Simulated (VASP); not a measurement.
Input of a VASP 6.6.1 run:

The input INCAR:

```
PREC = Accurate
ENCUT = 500
EDIFF = 1E-6
ISMEAR = 0
SIGMA = 0.1
LREAL = False
LASPH = True
NELM = 120
ALGO = Normal
ISIF = 2
LWAVE = False
LCHARG = False
GGA = PE
NBANDS = 11
GGA_COMPAT = False
```

KPOINTS

```
regular mesh
0
Gamma
  6 6 6
```

POSCAR

```
BP
1.0
    0.0000000000      2.2660722700      2.2660722700
    2.2660722700      0.0000000000      2.2660722700
    2.2660722700      2.2660722700      0.0000000000
B P
1 1
Direct
    0.0000000000      0.0000000000      0.0000000000
    0.2500000000      0.2500000000      0.2500000000
```

Potentials or basis: VASP PAW PBE potentials, release 64 (B, P).

Command:

```console
$ cat potpaw_PBE.64/B/POTCAR potpaw_PBE.64/P/POTCAR > POTCAR
$ mpirun -np 1 vasp_std > vasp.out
```

(1) Predict the band gap on the k mesh.

(2) Estimate the pressure.

Results:

(1) 1.32 eV, indirect (least direct gap 3.40 eV).

(2) 1.7 GPa.
